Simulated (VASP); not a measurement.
# Al2Cu in VASP: further runs

The runs below take Al2Cu through single point, with PBEsol.

All numbers are computed with VASP 6.6.1; they aren't measurements. Logs are shortened: lines on timing, memory, paths and dates and some standing lists are left out, and cuts for length are marked.

## (1) The cell of the first run

Symmetry: Cm, No. 8, monoclinic system. Conventional cell: a = 5.726 Å, b = 5.726 Å, c = 4.049 Å, α = 90.00°, β = 135.00°, γ = 90.00°. Within 3.1 Å of Al (site symmetry 1) lie 4 Cu at 2.37 to 2.60 Å and 6 Al at 2.86 Å. Within 3.1 Å of Cu (site symmetry m) lie 8 Al at 2.37 to 2.60 Å.

## (2) Single point, PBEsol (atoms displaced along a vibrational mode)

INCAR

```
SYSTEM = Al2Cu
PREC = Accurate ; ENCUT = 520
EDIFF = 1E-6 ; ISMEAR = 0
SIGMA = 0.15 ; LREAL = .FALSE.
LASPH = .TRUE. ; NELM = 60
ALGO = Fast ; ISIF = 2
LWAVE = .FALSE. ; LCHARG = .TRUE.
GGA = PS ; LELF = .TRUE.
LVHAR = .TRUE. ; NBANDS = 16
```

KPOINTS

```
Automatic mesh
0
G
  14 14 14
  0 0 0
```

POSCAR

```
Al2Cu
1.0
   -2.0246107077      2.0246107077      2.8631594530
    2.0246107077     -2.0246107077      2.8631594530
    2.0246107077      2.0246107077     -2.8631594530
Al Cu
2 1
Direct
    0.7405700968      0.2311401935      0.4717102903
    0.2405700968      0.7311401935      0.4717102903
    0.5080078462      0.5160156924      0.0240235386
```

Potentials or basis: VASP PAW PBE potentials, release 64 (Al, Cu).

Launch:

```sh
> cat potpaw_PBE.64/Al/POTCAR potpaw_PBE.64/Cu/POTCAR > POTCAR
> mpirun -np 1 vasp_std > vasp.out
```

OUTCAR:

```text
SYSTEM = Al2Cu
   PREC = Accurate
   ENCUT = 520
   EDIFF = 1E-6
   ISMEAR = 0
   LREAL = .FALSE.
   LASPH = .TRUE.
   NELM = 60
   ISIF = 2
   GGA = PS

 ion  position               nearest neighbor table
   1  0.741  0.231  0.472-   3 2.37   3 2.43   3 2.54   3 2.60   2 2.86   2 2.86   2 2.86   2 2.86
                             2 2.86   2 2.86
   2  0.241  0.731  0.472-   3 2.37   3 2.43   3 2.54   3 2.60   1 2.86   1 2.86   1 2.86   1 2.86
                             1 2.86   1 2.86
   3  0.508  0.516  0.024-   1 2.37   2 2.37   2 2.43   1 2.43   2 2.54   1 2.54   1 2.60   2 2.60

  LATTYP: Found a body centered tetragonal cell.
 ALAT       =     4.0492214154
 C/A-ratio  =     1.4141777686

  Lattice vectors:

 A1 = (  -2.0246107077,   2.0246107077,   2.8631594530)
 A2 = (   2.0246107077,  -2.0246107077,   2.8631594530)
 A3 = (   2.0246107077,   2.0246107077,  -2.8631594530)

Analysis of symmetry for initial positions (statically):
=====================================================================
 Subroutine PRICEL returns:
 Original cell was already a primitive cell.

 Routine SETGRP: Setting up the symmetry group for a
 body centered tetragonal supercell.

 Subroutine GETGRP returns: Found  2 space group operations
 (whereof  2 operations were pure point group operations)
 out of a pool of 16 trial point group operations.

The static configuration has the point symmetry C_1h.

Analysis of symmetry for dynamics (positions and initial velocities):
=====================================================================
 Subroutine PRICEL returns:
 Original cell was already a primitive cell.

 Routine SETGRP: Setting up the symmetry group for a
 body centered tetragonal supercell.

 Subroutine GETGRP returns: Found  2 space group operations
 (whereof  2 operations were pure point group operations)
 out of a pool of 16 trial point group operations.

The dynamic configuration has the point symmetry C_1h.

 Subroutine INISYM returns: Found  2 space group operations
 (whereof  2 operations are pure point group operations),
 and found     1 'primitive' translations

----------------------------------------------------------------------------------------

                                     Primitive cell

  volume of cell :      46.9449

  direct lattice vectors                    reciprocal lattice vectors
    -2.024610708  2.024610708  2.863159453     0.000000000  0.246961057  0.174632258
     2.024610708 -2.024610708  2.863159453     0.246961057  0.000000000  0.174632258
     2.024610708  2.024610708 -2.863159453     0.246961057  0.246961057  0.000000000

  length of vectors
     4.049170173  4.049170173  4.049170173     0.302466840  0.302466840  0.349255676

  position of ions in fractional coordinates (direct lattice)
     0.740570097  0.231140194  0.471710290
     0.240570097  0.731140194  0.471710290
     0.508007846  0.516015692  0.024023539

  ion indices of the primitive-cell ions
   primitive index   ion index
                 1           1
                 2           2
                 3           3

----------------------------------------------------------------------------------------

 KPOINTS: Automatic mesh

Automatic generation of k-mesh.
 Grid dimensions read from file:
 generate k-points for:   14   14   14

 Generating k-lattice:

  Cartesian coordinates                     Fractional coordinates (reciprocal lattice)
     0.000000000  0.017640075  0.012473733     0.071428571  0.000000000 -0.000000000
     0.017640075  0.000000000  0.012473733     0.000000000  0.071428571 -0.000000000
     0.017640075  0.017640075  0.000000000     0.000000000  0.000000000  0.071428571

  Length of vectors
     0.021604774  0.021604774  0.024946834

  Shift w.r.t. Gamma in fractional coordinates (k-lattice)
     0.000000000  0.000000000  0.000000000

 Subroutine IBZKPT returns following result:
 ===========================================

 Found    744 irreducible k-points:

 Following reciprocal coordinates:
            Coordinates               Weight
  0.000000  0.000000  0.000000      1.000000
  0.071429  0.000000  0.000000      4.000000
  0.000000  0.071429  0.000000      4.000000
  0.142857  0.000000 -0.000000      4.000000
  0.000000  0.142857 -0.000000      4.000000
  0.214286 -0.000000  0.000000      4.000000
[... 16 lines left out ...]
 -0.000000  0.285714 -0.071429      4.000000
 -0.071429 -0.214286 -0.000000      4.000000
 [... further k-points ...]
   k-points           NKPTS =    744   k-points in BZ     NKDIM =    744   number of bands    NBANDS=     16
   number of dos      NEDOS =    301   number of ions     NIONS =      3
   total plane-waves  NPLWV =  27000
   dimension x,y,z NGX =    30 NGY =   30 NGZ =   30
   dimension x,y,z NGXF=    60 NGYF=   60 NGZF=   60
   ions per type =               2   1
   NGX,Y,Z   is equivalent  to a cutoff of  12.32, 12.32, 12.32 a.u.
   NGXF,Y,Z  is equivalent  to a cutoff of  24.63, 24.63, 24.63 a.u.
 SYSTEM =  Al2Cu
   PREC   = accura    normal or accurate (medium, high low for compatibility)
   ISTART =      0    job   : 0-new  1-cont  2-samecut
   ICHARG =      2    charge: 1-file 2-atom 10-const
   ISPIN  =      1    spin polarized calculation?
   LNONCOLLINEAR =      F non collinear calculations
   LSORBIT =      F    spin-orbit coupling
   LASPH  =      T    aspherical Exc in radial PAW
   ENCUT  =  520.0 eV  38.22 Ry    6.18 a.u.   7.53  7.53  7.53*2*pi/ulx,y,z
   NELM   =     60;   NELMIN=  2; NELMDL= -5     # of ELM steps
   EDIFF  = 0.1E-05   stopping-criterion for ELM
   LREAL  =      F    real-space projection
   EDIFFG = 0.1E-04   stopping-criterion for IOM
   NSW    =      0    number of steps for IOM
   IBRION =     -1    ionic relax: 0-MD 1-quasi-New 2-CG
   NFREE  =      0    steps in history (QN), initial steepest desc. (CG)
   ISIF   =      2    stress and relaxation
   ISYM   =      2    0-nonsym 1-usesym 2-fastsym
   POTIM  = 0.5000    time-step for ionic-motion
   TEBEG  =    0.0;   TEEND  =   0.0 temperature during run
   PSTRESS=    0.0 pullay stress
   NELECT =      17.0000    total number of electrons
   NUPDOWN=      -1.0000    fix difference up-down
   EMIN   =  10.00;   EMAX   =-10.00  energy-range for DOS
   EFERMI =   0.00;   METHOD = LEGACY
   ISMEAR =     0;   SIGMA  =   0.15  broadening in eV -4-tet -1-fermi 0-gaus
   EFERMI_NEDOS =   21; number of points for ismear=-14 and -15
   IALGO  =     68    algorithm
   IMIX   =      4    mixing-type and parameters
     AMIX     =   0.40;   BMIX     =  1.00
     AMIX_MAG =   1.60;   BMIX_MAG =  1.00
  volume/ion in A,a.u.               =      15.65       105.60
  Fermi-wavevector in a.u.,A,eV,Ry     =   1.166886  2.205094 18.525992  1.361622
  Thomas-Fermi vector in A             =   2.303393
   LORBIT       =      0    0 simple, 1 ext, 2 COOP (PROOUT), +10 PAW based schemes
   GGA     = PS    functional components
   LHFCALC =     F    Hartree Fock is set to
   AEXX    =    0.0000 exact exchange contribution
   IVDW    =     0    specifies the selected vdW correction
   LEPSILON=     F    determine dielectric tensor
   LRPA    =     F    only Hartree local field effects (RPA)
 non-spin polarized calculation
 RMM-DIIS sequential band-by-band and
 Gauss-broadening in eV      SIGMA  =   0.15
  energy-cutoff  :      520.00
  volume of cell :       46.94
 maximum number of plane-waves:      1295
   NGX = 15   NGY = 15   NGZ = 15

 number of electron      17.0000002 magnetization

 Free energy of the ion-electron system (eV)
  ---------------------------------------------------
  ext. energy  EPLUGINS =         0.00000000
  ---------------------------------------------------
  free energy    TOTEN  =       -12.92322291 eV

  energy without entropy =      -12.91281732  energy(sigma->0) =      -12.91802011

 E-fermi :   7.1067     XC(G=0): -10.6321

 val. band max:        7.1027229787   @ k =   0.5000   0.0000   0.0714
 cond. band min:       7.1075846278   @ k =   0.0000   0.1429  -0.0000
 fundamental gap:      0.0048616491
 Fermi energy:         7.1067049543

 k-point     1 :       0.0000    0.0000    0.0000
  band No.  band energies     occupation
      1      -3.2033      2.00000
      2       2.4317      2.00000
      3       2.4585      2.00000
      4       2.4594      2.00000
      5       3.0034      2.00000
      6       3.0206      2.00000
[... 8 lines left out ...]
     15      14.1179      0.00000
     16      14.1214      0.00000

 k-point     2 :       0.0714    0.0000    0.0000
  band No.  band energies     occupation
      1      -3.1341      2.00000
      2       2.4264      2.00000
      3       2.4526      2.00000
      4       2.4696      2.00000
      5       3.0005      2.00000
      6       3.0177      2.00000
[... 8 lines left out ...]
     15      13.3666      0.00000
     16      13.9771      0.00000

 k-point     3 :       0.0000    0.0714    0.0000
  band No.  band energies     occupation
      1      -3.1341      2.00000
      2       2.4180      2.00000
      3       2.4615      2.00000
      4       2.4696      2.00000
      5       3.0004      2.00000
      6       3.0177      2.00000
[... 8 lines left out ...]
     15      13.3658      0.00000
     16      13.9624      0.00000

 k-point     4 :       0.1429    0.0000   -0.0000
  band No.  band energies     occupation
      1      -2.9276      2.00000
      2       2.3629      2.00000
      3       2.4775      2.00000
      4       2.4981      2.00000
      5       2.9946      2.00000
      6       3.0116      2.00000
[... 8 lines left out ...]
     15      13.1774      0.00000
     16      13.6630      0.00000
[... 324 lines left out ...]
 k-point    22 :       0.2143    0.0714    0.0000
  band No.  band energies     occupation
      1      -2.3830      2.00000
      2       2.1767      2.00000
      3       2.5319      2.00000
      4       2.5570      2.00000
      5       2.9717      2.00000
      6       3.0298      2.00000
[... 8 lines left out ...]
     15      13.6171      0.00000
     16      15.4461      0.00000

 k-point    23 :      -0.0000    0.2857   -0.0714
  band No.  band energies     occupation
      1      -2.3824      2.00000
      2       2.1783      2.00000
      3       2.5267      2.00000
      4       2.5663      2.00000
      5       2.9589      2.00000
      6       3.0382      2.00000
[... 8 lines left out ...]
     15      13.6321      0.00000
     16      15.4443      0.00000

 k-point    24 :      -0.0714   -0.2143   -0.0000
  band No.  band energies     occupation
      1      -2.3828      2.00000
      2       2.1723      2.00000
      3       2.5409      2.00000
      4       2.5563      2.00000
      5       2.9698      2.00000
      6       3.0303      2.00000
[... 8 lines left out ...]
     15      13.6130      0.00000
     16      15.4458      0.00000

 [... further k-points ...]

------------------------ aborting loop because EDIFF is reached ----------------------------------------

  FORCE on cell =-STRESS in cart. coord.  units (eV):
  Direction    XX          YY          ZZ          XY          YZ          ZX
  --------------------------------------------------------------------------------------
  -------------------------------------------------------------------------------------
  Total        0.4244895      0.0818411      0.4003510     -0.1150479      0.0000000      0.0000000
  in kB       14.4873505      2.7931460     13.6635287     -3.9264562      0.0000000      0.0000000
  external PRESSURE =      10.3146751 kB  Pullay stress =       0.0000000 kB

 VOLUME and BASIS-vectors are now :
 -----------------------------------------------------------------------------
  energy-cutoff  :      520.00
  volume of cell :       46.94
      direct lattice vectors                 reciprocal lattice vectors
    -2.024610708  2.024610708  2.863159453     0.000000000  0.246961057  0.174632258
     2.024610708 -2.024610708  2.863159453     0.246961057  0.000000000  0.174632258
     2.024610708  2.024610708 -2.863159453     0.246961057  0.246961057  0.000000000

 POSITION                                       TOTAL-FORCE (eV/Angst)
 -----------------------------------------------------------------------------------
     -0.07637      1.98643      1.43158         0.543616      0.259253      0.094646
      1.94824     -0.03818      1.43158         0.543616      0.259253     -0.094646
      0.06485      0.03243      2.86316        -1.087232     -0.518506      0.000000
 -----------------------------------------------------------------------------------
    total drift:                                0.000269     -0.000061      0.000002

  FREE ENERGIE OF THE ION-ELECTRON SYSTEM (eV)
  ---------------------------------------------------
  free  energy   TOTEN  =       -12.9232229126 eV

  energy  without entropy=      -12.9128173170  energy(sigma->0) =      -12.91802011
```

It took 13 min on 1 thread of Intel Xeon Platinum 8259CL at 2.50GHz (Skylake/Cascade Lake), shared host; peak memory 0.61 GiB.

Results:

- Free energy: -12.9232 eV
- Pressure: 1.0 GPa
- Largest force: 1.205 eV/Å
- Band gap on the k mesh: zero (an odd number of electrons rules out a gap without spin polarisation)

Forces on the atoms (eV/Å):
```
Al   0.544  0.259  0.095
Al   0.544  0.259 -0.095
Cu  -1.087 -0.519  0.000
```

Caveat: the cell differs from its parent crystal (atoms displaced along a vibrational mode); the PAW data sets were made with another functional, which shifts forces and pressure a little.

## (3) Single point, PBEsol (atoms displaced along a vibrational mode)

INCAR

```
SYSTEM = Al2Cu
  PREC = Accurate
  ENCUT = 520
  EDIFF = 1E-6
  ISMEAR = 0
  SIGMA = 0.15
  LREAL = .FALSE.
  LASPH = .TRUE.
  NELM = 100
  ALGO = Fast
  ISIF = 2
  LWAVE = .FALSE.
  LCHARG = .FALSE.
  GGA = PS
  NBANDS = 16
```

KPOINTS is that of step 2.

POSCAR

```
Al2Cu
1.0
   -2.0246107077      2.0246107077      2.8631594530
    2.0246107077     -2.0246107077      2.8631594530
    2.0246107077      2.0246107077     -2.8631594530
Al Cu
2 1
Direct
    0.7358551451      0.2264252419      0.4622803870
    0.2358551451      0.7264252419      0.4622803870
    0.5120117693      0.5200196155      0.0320313848
```

Potentials or basis: VASP PAW PBE potentials, release 64 (Al, Cu).

Launch:

```sh
> cat potpaw_PBE.64/Al/POTCAR potpaw_PBE.64/Cu/POTCAR > POTCAR
> mpirun -np 1 vasp_std > vasp.out
```

Run time: 16 min. Hardware: 1 thread of AMD EPYC 7R13, shared host; peak memory 0.59 GiB.

It converged, with:

* Free energy: -12.8572 eV
* Pressure: 1.9 GPa
* Largest force: 1.565 eV/Å
* Band gap on the k mesh: zero (an odd number of electrons rules out a gap without spin polarisation)

Forces on the atoms (eV/Å):
```
Al   0.682  0.384  0.127
Al   0.682  0.384 -0.127
Cu  -1.364 -0.767  0.000
```

Stress tensor (GPa, compression positive):
```
 2.38 -0.74  0.00
-0.74  0.83  0.00
 0.00  0.00  2.46
```

Levels at points of the mesh, in eV from the Fermi level:
```
           k point  band 6  band 7  band 8  band 9  band 10  band 11  band 12  band 13
(0.00, 0.00, 0.00)   -4.10    2.46    2.48    2.89     2.93     3.36     3.38     4.48
(0.50, 0.00, 0.00)   -4.07   -4.03    0.61    0.65     2.86     2.94     3.80     4.46
(0.00, 0.50, 0.00)   -4.07   -4.03    0.61    0.64     2.89     2.94     3.83     4.44
(0.50, 0.50, 0.00)   -3.96   -3.88   -2.02   -1.93     0.36     1.47     9.08    10.59
(0.00, 0.00, 0.50)   -3.98   -3.78   -1.99   -1.99     0.37     1.46     9.08    10.55
(0.50, 0.50, 0.50)   -3.95   -3.89   -2.02   -1.93     0.36     1.47     9.08    10.60
```

Caveat: the cell differs from its parent crystal (atoms displaced along a vibrational mode); the PAW data sets were made with another functional, which shifts forces and pressure a little.

## (4) Single point, PBEsol (atoms displaced along a vibrational mode)

INCAR

```
PREC = Accurate ; ENCUT = 520
EDIFF = 1E-6 ; ISMEAR = 0
SIGMA = 0.15 ; LREAL = F
LASPH = T ; NELM = 60
ALGO = Fast ; ISIF = 2
LWAVE = F ; LCHARG = F
GGA = PS ; NBANDS = 16
```

KPOINTS

```
Automatic mesh
0
Gamma
  14 14 14
```

POSCAR

```
Al2Cu
1.0
   -2.0246107077      2.0246107077      2.8631594530
    2.0246107077     -2.0246107077      2.8631594530
    2.0246107077      2.0246107077     -2.8631594530
Al Cu
2 1
Direct
    0.7311401935      0.2311401935      0.4622803870
    0.2311401935      0.7311401935      0.4622803870
    0.5160156924      0.5160156924      0.0320313848
```

Launch:

```sh
> cat potpaw_PBE.64/Al/POTCAR potpaw_PBE.64/Cu/POTCAR > POTCAR
> mpirun -np 1 vasp_std > vasp.out
```

Wall time 3.7 min (1 thread of Intel Xeon 6975P-C (Granite Rapids), shared host); peak memory 0.42 GiB.

The run converged. Its results:

* Free energy: -12.8678 eV
* Pressure: 1.7 GPa
* Largest force: 1.496 eV/Å
* Band gap on the k mesh: zero (an odd number of electrons rules out a gap without spin polarisation)

Forces in eV/Å, atoms in the order of the input:
```
Al   0.529  0.529  0.000
Al   0.529  0.529  0.000
Cu  -1.058 -1.058  0.000
```

Stress tensor (GPa, compression positive):
```
 1.39 -0.79  0.00
-0.79  1.39  0.00
 0.00  0.00  2.18
```

Levels at points of the mesh, in eV from the Fermi level:
```csv
k point,band 5,band 6,band 7,band 8,band 9,band 10,band 11,band 12,band 13,band 14
"(0.00, 0.00, 0.00)",-4.13,-4.10,2.49,2.49,2.87,2.94,3.36,3.36,4.48,6.94
"(0.50, 0.00, 0.00)",-4.09,-4.07,-4.03,0.61,0.64,2.88,2.94,3.82,4.45,9.83
"(0.50, 0.50, 0.00)",-4.15,-3.95,-3.88,-2.02,-1.93,0.36,1.47,9.08,10.60,10.74
"(0.00, 0.00, 0.50)",-4.18,-3.97,-3.77,-1.99,-1.99,0.37,1.47,9.08,10.55,10.55
"(0.50, 0.50, 0.50)",-4.15,-3.95,-3.88,-2.02,-1.93,0.36,1.47,9.08,10.60,10.74
```

Caveat: the cell differs from its parent crystal (atoms displaced along a vibrational mode); the PAW data sets were made with another functional, which shifts forces and pressure a little.

## (5) The runs side by side

| cell | gap on the mesh (eV) | pressure (GPa) | largest force (eV/Å) |
| --- | --- | --- | --- |
| as given, atomic positions A | none | 1.0 | 1.20 |
| as given, atomic positions B | none | 1.9 | 1.56 |
| as given, atomic positions C | none | 1.7 | 1.50 |

Alike in all rows: task single point; level PBEsol; potentials or basis VASP PAW PBE potentials, release 64 (Al, Cu); no spin polarisation; k mesh 14 × 14 × 14; cutoff (eV) 520; smearing gaussian 0.15 eV.

Caveats: the PAW data sets were made with another functional, which shifts forces and pressure a little.

Total energies depend on the potentials used, so only differences within one code and one set of settings carry meaning.
